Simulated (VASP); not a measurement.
# InP (P4mm) in VASP: a series of runs

The runs below take InP through single point, relaxation of cell and atoms, with PBE.

All numbers are computed with VASP 6.6.1; they aren't measurements. Logs are shortened: lines on timing, memory, paths and dates and some standing lists are left out, and cuts for length are marked.

## (1) The cell of the first run

Symmetry: P4mm, No. 99, tetragonal system. Conventional cell: a = 4.156 Å, b = 4.156 Å, c = 2.654 Å, α = 90.00°, β = 90.00°, γ = 90.00°. In (site symmetry 4mm) has 2 In at 2.65 Å and 8 P at 3.12 to 3.34 Å within 3.5 Å. P (site symmetry 4mm) has 2 P at 2.65 Å and 8 In at 3.12 to 3.34 Å within 3.5 Å.

## (2) Single point, PBE

Input file INCAR:

```
SYSTEM = InP
ALGO = Normal
EDIFF = 1E-6
ENCUT = 520
GGA = PE
ISIF = 2
ISMEAR = 0
LASPH = .True.
LCHARG = .False.
LREAL = .False.
LWAVE = .False.
NBANDS = 16
NELM = 100
PREC = Accurate
SIGMA = 0.1
```

Input file KPOINTS:

```
k-points
0
Gamma
  4 4 6
  0 0 0
```

Input file POSCAR:

```
InP
1.0
    4.1564057000      0.0000000000      0.0000000000
    0.0000000000      4.1564057000      0.0000000000
    0.0000000000      0.0000000000      2.6538418300
In P
1 1
Direct
    0.5000000000      0.5000000000      0.5205863400
    0.0000000000      0.0000000000      0.9206826100
```

Potentials or basis: VASP PAW PBE potentials, release 64 (In_d, P).

Command:

```console
$ cat potpaw_PBE.64/In_d/POTCAR potpaw_PBE.64/P/POTCAR > POTCAR
$ mpirun -np 1 vasp_std > vasp.out
```

OUTCAR:

```text
SYSTEM = InP
   EDIFF = 1E-6
   ENCUT = 520
   GGA = PE
   ISIF = 2
   ISMEAR = 0
   LASPH = .True.
   LREAL = .False.
   NELM = 100
   PREC = Accurate

 ion  position               nearest neighbor table
   1  0.500  0.500  0.521-   2 3.12   2 3.12   2 3.12   2 3.12   2 3.34   2 3.34   2 3.34   2 3.34

   2  0.000  0.000  0.921-   1 3.12   1 3.12   1 3.12   1 3.12   1 3.34   1 3.34   1 3.34   1 3.34

  LATTYP: Found a simple tetragonal cell.
 ALAT       =     4.1564057000
 C/A-ratio  =     0.6384944160

  Lattice vectors:

 A1 = (   4.1564057000,   0.0000000000,   0.0000000000)
 A2 = (   0.0000000000,   4.1564057000,   0.0000000000)
 A3 = (   0.0000000000,   0.0000000000,   2.6538418300)

Analysis of symmetry for initial positions (statically):
=====================================================================
 Subroutine PRICEL returns:
 Original cell was already a primitive cell.

 Routine SETGRP: Setting up the symmetry group for a
 simple tetragonal supercell.

 Subroutine GETGRP returns: Found  8 space group operations
 (whereof  8 operations were pure point group operations)
 out of a pool of 16 trial point group operations.

The static configuration has the point symmetry C_4v.

Analysis of symmetry for dynamics (positions and initial velocities):
=====================================================================
 Subroutine PRICEL returns:
 Original cell was already a primitive cell.

 Routine SETGRP: Setting up the symmetry group for a
 simple tetragonal supercell.

 Subroutine GETGRP returns: Found  8 space group operations
 (whereof  8 operations were pure point group operations)
 out of a pool of 16 trial point group operations.

The dynamic configuration has the point symmetry C_4v.

 Subroutine INISYM returns: Found  8 space group operations
 (whereof  8 operations are pure point group operations),
 and found     1 'primitive' translations

----------------------------------------------------------------------------------------

                                     Primitive cell

  volume of cell :      45.8470

  direct lattice vectors                    reciprocal lattice vectors
     4.156405700  0.000000000  0.000000000     0.240592491  0.000000000  0.000000000
     0.000000000  4.156405700  0.000000000     0.000000000  0.240592491  0.000000000
     0.000000000  0.000000000  2.653841830     0.000000000  0.000000000  0.376812208

[... 80 lines left out ...]
   ENCUT  =  520.0 eV  38.22 Ry    6.18 a.u.   7.73  7.73  4.93*2*pi/ulx,y,z
   NELM   =    100;   NELMIN=  2; NELMDL= -5     # of ELM steps
   EDIFF  = 0.1E-05   stopping-criterion for ELM
   LREAL  =      F    real-space projection
   EDIFFG = 0.1E-04   stopping-criterion for IOM
   NSW    =      0    number of steps for IOM
   IBRION =     -1    ionic relax: 0-MD 1-quasi-New 2-CG
   NFREE  =      0    steps in history (QN), initial steepest desc. (CG)
   ISIF   =      2    stress and relaxation
   ISYM   =      2    0-nonsym 1-usesym 2-fastsym
   POTIM  = 0.5000    time-step for ionic-motion
   TEBEG  =    0.0;   TEEND  =   0.0 temperature during run
   PSTRESS=    0.0 pullay stress
   NELECT =      18.0000    total number of electrons
   NUPDOWN=      -1.0000    fix difference up-down
   EMIN   =  10.00;   EMAX   =-10.00  energy-range for DOS
   EFERMI =   0.00;   METHOD = LEGACY
   ISMEAR =     0;   SIGMA  =   0.10  broadening in eV -4-tet -1-fermi 0-gaus
   EFERMI_NEDOS =   21; number of points for ismear=-14 and -15
   IALGO  =     38    algorithm
   IMIX   =      4    mixing-type and parameters
     AMIX     =   0.40;   BMIX     =  1.00
     AMIX_MAG =   1.60;   BMIX_MAG =  1.00
  volume/ion in A,a.u.               =      22.92       154.70
  Fermi-wavevector in a.u.,A,eV,Ry     =   1.198750  2.265309 19.551600  1.437002
  Thomas-Fermi vector in A             =   2.334631
   LORBIT       =      0    0 simple, 1 ext, 2 COOP (PROOUT), +10 PAW based schemes
   GGA     = PE    functional components
   LHFCALC =     F    Hartree Fock is set to
   AEXX    =    0.0000 exact exchange contribution
   IVDW    =     0    specifies the selected vdW correction
   LEPSILON=     F    determine dielectric tensor
   LRPA    =     F    only Hartree local field effects (RPA)
 non-spin polarized calculation
 Gauss-broadening in eV      SIGMA  =   0.10
  energy-cutoff  :      520.00
  volume of cell :       45.85
 maximum number of plane-waves:      1266
 NGX is ok and might be reduce to    32
   NGX = 15   NGY = 15   NGZ =  9

 number of electron      18.0000001 magnetization

 Free energy of the ion-electron system (eV)
  ---------------------------------------------------
  ext. energy  EPLUGINS =         0.00000000
  ---------------------------------------------------
  free energy    TOTEN  =        -7.07933985 eV

  energy without entropy =       -7.07110375  energy(sigma->0) =       -7.07522180

 E-fermi :   6.3939     XC(G=0): -10.0972

 val. band max:        6.3443623499   @ k =   0.2500   0.2500   0.5000
 cond. band min:       6.4041431545   @ k =   0.2500   0.2500   0.5000
 fundamental gap:      0.0597808046
 Fermi energy:         6.3938821425

 k-point     1 :       0.0000    0.0000    0.0000
  band No.  band energies     occupation
      1      -8.8992      2.00000
      2      -7.9632      2.00000
      3      -7.9200      2.00000
      4      -7.5732      2.00000
      5      -7.5732      2.00000
      6      -5.5480      2.00000
[... 433 lines left out ...]
      3      -7.8630      2.00000
      4      -7.7906      2.00000
      5      -7.2617      2.00000
      6      -0.8394      2.00000
[... 8 lines left out ...]
     15      18.5211      0.00000
     16      20.1537      0.00000

------------------------ aborting loop because EDIFF is reached ----------------------------------------

  FORCE on cell =-STRESS in cart. coord.  units (eV):
  Direction    XX          YY          ZZ          XY          YZ          ZX
  --------------------------------------------------------------------------------------
  -------------------------------------------------------------------------------------
  Total       -1.0719371     -1.0719371      1.2034218      0.0000000      0.0000000      0.0000000
  in kB      -37.4601039    -37.4601039     42.0549906      0.0000000      0.0000000      0.0000000
  external PRESSURE =     -10.9550724 kB  Pullay stress =       0.0000000 kB

 VOLUME and BASIS-vectors are now :
 -----------------------------------------------------------------------------
  energy-cutoff  :      520.00
  volume of cell :       45.85
      direct lattice vectors                 reciprocal lattice vectors
     4.156405700  0.000000000  0.000000000     0.240592491  0.000000000  0.000000000
     0.000000000  4.156405700  0.000000000     0.000000000  0.240592491  0.000000000
     0.000000000  0.000000000  2.653841830     0.000000000  0.000000000  0.376812208

 POSITION                                       TOTAL-FORCE (eV/Angst)
 -----------------------------------------------------------------------------------
      2.07820      2.07820      1.38155         0.000000      0.000000      0.262827
      0.00000      0.00000      2.44335         0.000000     -0.000000     -0.262827
 -----------------------------------------------------------------------------------
    total drift:                                0.000000     -0.000000      0.001402

  FREE ENERGIE OF THE ION-ELECTRON SYSTEM (eV)
  ---------------------------------------------------
  free  energy   TOTEN  =        -7.0793398512 eV

  energy  without entropy=       -7.0711037471  energy(sigma->0) =       -7.07522180
```

stdout:

```text
POSCAR found type information on POSCAR InP
 POSCAR found :  2 types and       2 ions
 scaLAPACK will be used
 LDA part: xc-table for (Slater+PW92), standard interpolation
 POSCAR, INCAR and KPOINTS ok, starting setup
 FFT: planning ... GRIDC
 FFT: planning ... GRID_SOFT
 FFT: planning ... GRID
 WAVECAR not read
 entering main loop
```

It took 7.4 s on 1 thread of AMD EPYC 9R45 (Zen 5), shared host; peak memory 0.13 GiB.

What came out:

| Item | Value |
| --- | --- |
| Free energy | -7.0793 eV |
| Pressure | -1.1 GPa |
| Largest force | 0.263 eV/Å |
| Band gap on the k mesh | zero (band 9 reaches 7.39 eV, above the bottom of band 10 at 4.77 eV) |

Forces on the atoms (eV/Å):
```
In   0.000  0.000  0.263
P    0.000  0.000 -0.263
```

Stress tensor (GPa, compression positive):
```
-3.75  0.00  0.00
 0.00 -3.75  0.00
 0.00  0.00  4.21
```

Levels at points of the mesh, in eV from the Fermi level:
```csv
k point,band 5,band 6,band 7,band 8,band 9,band 10,band 11,band 12,band 13,band 14
"(0.00, 0.00, 0.00)",-13.97,-11.94,-4.80,-2.62,-2.62,3.45,5.44,5.44,5.72,8.61
"(0.50, 0.00, 0.00)",-13.97,-11.18,-7.59,-1.41,0.64,0.67,1.57,5.91,9.58,10.07
"(0.50, 0.50, 0.00)",-13.97,-10.52,-5.92,-4.70,-4.70,6.02,6.37,6.37,10.01,11.48
"(0.00, 0.00, 0.50)",-13.71,-8.04,-5.22,0.02,0.79,0.79,1.35,4.70,4.70,7.20
"(0.50, 0.00, 0.50)",-13.68,-7.44,-4.57,-2.81,-0.99,0.99,3.38,5.49,6.81,6.98
"(0.50, 0.50, 0.50)",-13.66,-7.23,-4.03,-0.82,-0.57,-0.57,0.63,2.05,2.05,12.13
```

Caveat: the k points lie up to 0.39 Å⁻¹ apart; spin-orbit coupling is left out, which moves the levels of the heavy elements.

## (3) Relaxation of cell and atoms, PBE

Input file INCAR:

```
ALGO     = Normal         # electronic algorithm
EDIFF    = 1E-6           # SCF threshold, eV
EDIFFG   = -0.04          # ionic threshold
ENCUT    = 600            # plane-wave cutoff, eV
GGA      = PE             # functional
IBRION   = 2              # ionic algorithm
ISIF     = 3              # what is computed and relaxed
ISMEAR   = 0              # smearing method
LASPH    = True           # aspherical terms in the spheres
LCHARG   = False          # write CHGCAR
LREAL    = False          # projectors in reciprocal space
LWAVE    = False          # write WAVECAR
NELM     = 80             # most SCF steps
NSW      = 90             # ionic steps
PREC     = Accurate       # precision mode
SIGMA    = 0.1            # smearing width, eV
```

Input file KPOINTS:

```
k-points
0
Gamma
  4 4 6
```

POSCAR is that of step 2.

Potentials or basis: VASP PAW PBE potentials, release 64 (In_d, P).

Command:

```console
$ cat potpaw_PBE.64/In_d/POTCAR potpaw_PBE.64/P/POTCAR > POTCAR
$ mpirun -np 1 vasp_std > vasp.out
```

OUTCAR:

```text
EDIFF = 1E-6
   EDIFFG = -0.04
   ENCUT = 600
   GGA = PE
   IBRION = 2
   ISIF = 3
   ISMEAR = 0
   LASPH = True
   LREAL = False
   NELM = 80
   NSW = 90
   PREC = Accurate

 ion  position               nearest neighbor table
   1  0.500  0.500  0.521-   2 3.12   2 3.12   2 3.12   2 3.12   2 3.34   2 3.34   2 3.34   2 3.34

   2  0.000  0.000  0.921-   1 3.12   1 3.12   1 3.12   1 3.12   1 3.34   1 3.34   1 3.34   1 3.34

  LATTYP: Found a simple tetragonal cell.
 ALAT       =     4.1564057000
 C/A-ratio  =     0.6384944160

  Lattice vectors:

 A1 = (   4.1564057000,   0.0000000000,   0.0000000000)
 A2 = (   0.0000000000,   4.1564057000,   0.0000000000)
 A3 = (   0.0000000000,   0.0000000000,   2.6538418300)

Analysis of symmetry for initial positions (statically):
=====================================================================
 Subroutine PRICEL returns:
 Original cell was already a primitive cell.

 Routine SETGRP: Setting up the symmetry group for a
 simple tetragonal supercell.

 Subroutine GETGRP returns: Found  8 space group operations
 (whereof  8 operations were pure point group operations)
 out of a pool of 16 trial point group operations.

The static configuration has the point symmetry C_4v.
[... 168 lines left out ...]
  --------------------------------------------------------------------------------------
  -------------------------------------------------------------------------------------
  Total       -1.0623905     -1.0623905      1.2132211      0.0000000     -0.0000000      0.0000000
  in kB      -37.1264891    -37.1264891     42.3974396      0.0000000     -0.0000000      0.0000000
  external PRESSURE =     -10.6185129 kB  Pullay stress =       0.0000000 kB
[... 89 lines left out ...]
  FREE ENERGIE OF THE ION-ELECTRON SYSTEM (eV)
  ---------------------------------------------------
  free  energy   TOTEN  =        -7.1192739597 eV

  energy  without entropy=       -7.1120077476  energy(sigma->0) =       -7.11564085

[... ionic steps 4 to 21 ...]

--------------------------------------- Ionic step       22  -------------------------------------------

 number of electron      17.9999998 magnetization

------------------------ aborting loop because EDIFF is reached ----------------------------------------
[... 67 lines left out ...]
--------------------------------------- Ionic step       24  -------------------------------------------

 number of electron      17.9999999 magnetization

 Free energy of the ion-electron system (eV)
  ---------------------------------------------------
  ext. energy  EPLUGINS =         0.00000000
  ---------------------------------------------------
  free energy    TOTEN  =        -7.51787592 eV

  energy without entropy =       -7.51316652  energy(sigma->0) =       -7.51552122

 E-fermi :   6.8401     XC(G=0): -10.3137

 val. band max:        6.7533731843   @ k =   0.2500   0.0000   0.1667
 cond. band min:       6.8850887204   @ k =   0.2500   0.2500   0.0000
 fundamental gap:      0.1317155361
 Fermi energy:         6.8400878330

 k-point     1 :       0.0000    0.0000    0.0000
  band No.  band energies     occupation
      1      -8.0671      2.00000
      2      -7.3423      2.00000
      3      -7.3095      2.00000
      4      -6.9965      2.00000
      5      -6.9965      2.00000
      6      -5.2776      2.00000
      7       3.0698      2.00000
      8       4.3035      2.00000
      9       4.3035      2.00000
     10      10.5872      0.00000
     11      11.4354      0.00000
     12      13.6319      0.00000
     13      13.6319      0.00000
[... 395 lines left out ...]
  FREE ENERGIE OF THE ION-ELECTRON SYSTEM (eV)
  ---------------------------------------------------
  free  energy   TOTEN  =        -7.5178759189 eV

  energy  without entropy=       -7.5131665183  energy(sigma->0) =       -7.51552122

 reached required accuracy - stopping structural energy minimisation
```

CONTCAR:

```text
InP
   1.00000000000000
     3.9740189996737847   -0.0000000000000000   -0.0000000000000000
     0.0000000000000000    3.9740189996737847    0.0000000000000001
     0.0000000000000000   -0.0000000000000001    2.7517808658704301
  In              P
     1     1
Direct
     0.5000000000000000    0.5000000000000000    0.7214546183324658
     0.0000000000000000    0.0000000000000000    0.7198143316675355

  0.00000000E+00  0.00000000E+00  0.00000000E+00
  0.00000000E+00  0.00000000E+00  0.00000000E+00
```

Run time: 2.2 min. Hardware: 1 thread of AMD EPYC 9R45 (Zen 5), shared host; peak memory 0.17 GiB.

What came out:

```yaml
Free_energy: -7.5179 eV
Relaxed_volume: 21.73 Å³/atom
Relaxed_cell: a = 3.974 Å, b = 3.974 Å, c = 2.752 Å, α = 90.00°, β = 90.00°, γ = 90.00°
Space_group_after_relaxing_to_0.05_Å: P4/mmm (No. 123)
Energy_gained_by_relaxing: 219.2 meV/atom
Ionic_steps: 24
Pressure_after_relaxing: 0.0 GPa
Largest_force_after_relaxing: 0.003 eV/Å
Band_gap_on_the_k_mesh: zero (band 9 reaches 8.52 eV, above the bottom of band 10 at 5.20 eV)
```

Forces on the atoms (eV/Å):
```
In   0.000  0.000 -0.003
P    0.000  0.000  0.003
```

Stress tensor (GPa, compression positive):
```
0.00 0.00 0.00
0.00 0.00 0.00
0.00 0.00 0.12
```

Step by step:
```tsv
step	energy change (eV)	largest force (eV/Å)	pressure (GPa)	volume (Å³)
1	0.0000	0.2624	-1.06	45.85
2	-0.0890	0.3836	-1.59	44.80
3	-0.0399	0.2417	2.23	41.25
4	-0.0789	0.3222	1.18	42.22
5	-0.1186	0.3782	-0.73	43.55
6	-0.1191	0.3887	-1.28	44.09
7	-0.1209	0.3835	-1.08	43.83
8	-0.1411	0.4078	0.90	42.41
9	-0.1442	0.4145	2.59	41.41
10	-0.1570	0.4221	2.79	41.34
11	-0.1951	0.4287	3.32	41.11
12	-0.2619	0.3884	4.58	40.64
13	-0.3109	0.1899	7.71	39.71
14	-0.3267	0.1663	7.19	39.92
15	-0.3654	0.0959	5.69	40.57
16	-0.4051	0.0475	2.97	41.88
17	-0.4074	0.0922	2.18	42.29
18	-0.4175	0.0752	1.80	42.45
19	-0.4351	0.0289	0.90	42.90
20	-0.4166	0.0586	-0.43	43.78
21	-0.4378	0.0015	0.54	43.15
22	-0.4378	0.0031	0.55	43.13
23	-0.4383	0.0033	0.32	43.28
24	-0.4385	0.0034	0.04	43.46
```

Final structure:
```xyz
2
Lattice="3.9740 0.0000 0.0000 0.0000 3.9740 0.0000 0.0000 0.0000 2.7518" Properties=species:S:1:pos:R:3 pbc="T T T"
In    1.9870    1.9870    1.9853
P     0.0000    0.0000    1.9808
```

Levels at points of the mesh, in eV from the Fermi level:
```
           k point  band 7  band 8  band 9  band 10  band 11  band 12
(0.00, 0.00, 0.00)   -3.77   -2.54   -2.54     3.75     4.60     6.79
(0.50, 0.00, 0.00)   -7.69   -0.99    1.35     1.78     2.12     5.00
(0.50, 0.50, 0.00)   -5.52   -4.94   -4.94     5.11     7.87     7.87
(0.00, 0.00, 0.50)   -5.11   -0.21   -0.21     0.94     1.50     6.72
(0.50, 0.00, 0.50)   -3.94   -3.51   -1.36     1.01     5.27     5.65
(0.50, 0.50, 0.50)   -3.68   -2.21   -2.21    -0.15    -0.15     3.76
```

Caveat: the k points lie up to 0.40 Å⁻¹ apart in the final cell; spin-orbit coupling is left out, which moves the levels of the heavy elements.
